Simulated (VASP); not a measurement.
Input of a VASP 6.6.1 run:

Contents of INCAR:

```
SYSTEM = FeCo
PREC = Accurate ; ENCUT = 600
EDIFF = 1E-6 ; ISMEAR = 0
SIGMA = 0.1 ; LREAL = .False.
LASPH = .True. ; NELM = 200
ALGO = Normal ; ISIF = 2
LWAVE = .False. ; LCHARG = .True.
ISPIN = 2 ; MAGMOM = 4 3
LORBIT = 11 ; LMAXMIX = 4
GGA = PE ; LELF = .True.
LVHAR = .True. ; NBANDS = 20
GGA_COMPAT = .False.
```

Contents of KPOINTS:

```
regular mesh
0
Gamma
  6 6 6
  0 0 0
```

POSCAR

```
FeCo
1.0
    2.8390261000      0.0000000000      0.0000000000
    0.0000000000      2.8390261000      0.0000000000
    0.0000000000      0.0000000000      2.8390261000
Fe Co
1 1
Direct
    0.0000000000      0.0000000000      0.0000000000
    0.5000000000      0.5000000000      0.5000000000
```

Potentials or basis: VASP PAW PBE potentials, release 64 (Fe, Co).

Command:

```bash
$ cat potpaw_PBE.64/Fe/POTCAR potpaw_PBE.64/Co/POTCAR > POTCAR
$ mpirun -np 1 vasp_std > vasp.out
```

Q: Estimate the pressure.

A: 2.0 GPa.

Q: What does it give for the site moments?

A: Fe +2.85; Co +1.82 μB.

Q: Predict the net moment.

A: 4.68 μB per cell.

Caveat: the k points lie up to 0.37 Å⁻¹ apart.
